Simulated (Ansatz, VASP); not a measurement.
## One calculation of Hf, two programs

File INCAR:

```
SYSTEM = Hf
  PREC = Accurate
  ENCUT = 600
  EDIFF = 1E-7
  ISMEAR = -1
  SIGMA = 0.05
  LREAL = .False.
  LASPH = .True.
  NELM = 80
  ALGO = Fast
  ISIF = 3
  LWAVE = .False.
  LCHARG = .False.
  GGA = PS
  IVDW = 13
  IBRION = 2
  NSW = 60
  EDIFFG = -0.01
```

Contents of KPOINTS:

```
regular mesh
0
Gamma
  10 10 10
  0 0 0
```

Contents of POSCAR:

```
Hf
1.0
    0.0000000000      2.2200000000      2.2200000000
    2.2200000000      0.0000000000      2.2200000000
    2.2200000000      2.2200000000      0.0000000000
Hf
1
Direct
    0.0000000000      0.0000000000      0.0000000000
```

File input.yaml:

```yaml
crystal:
  lattice:
    - [0.0, 2.22, 2.22]
    - [2.22, 0.0, 2.22]
    - [2.22, 2.22, 0.0]
  atoms:
    - { symbol: Hf, position: [0.0, 0.0, 0.0] }
hamiltonian:
  xc: pbesol
  pseudopotentials: { kind: paw }
  dispersion: d4
kpoints:
  mp_grid: { grid: [10, 10, 10] }
scf:
  occupations: { method: fermi_dirac, width: 0.05 }
output:
  forces: true
  stress: true
  eigenvalues: true
  write_density: true
  write_potential: true
  elf: true
  volumetric_format: npy
relax:
  f_tol: 0.01
  max_steps: 40
  cell: { stress_tol: 0.05 }
```

Alike in both runs: task relaxation of cell and atoms; functional PBEsol; dispersion D4; k mesh 10 × 10 × 10; occupations fermi-dirac, width 0.05 eV; no spin polarisation.

```csv
,VASP,Ansatz
version,VASP 6.6.1,Ansatz 0.2.0
potentials or method,"VASP PAW PBE potentials, release 64 (Hf_pv)",Ansatz PAW
plane-wave cutoff (eV),600,420
valence electrons in the cell,10,26
```

```csv
,VASP,Ansatz,Ansatz less VASP
"gap on the k mesh at the Fermi level, each at its own relaxed structure (eV)",none,none,-
relaxed volume (Å³/atom),21.29,21.37,+0.081
relaxed cell length with the largest relative difference (Å),3.111,3.115,+0.0039
```

VASP's potentials were made for PBE, not for PBEsol. A gap of «none» marks a metal or a gap that the smearing closes. VASP's potentials hold 10 valence electrons a cell and Ansatz's 26, so a difference there can come from the potentials and not from the codes.

Spin-orbit coupling is off throughout. Noted on Ansatz's run: the plane-wave basis is chosen anew once the cell has moved, so the energies of steps on either side of that aren't comparable.
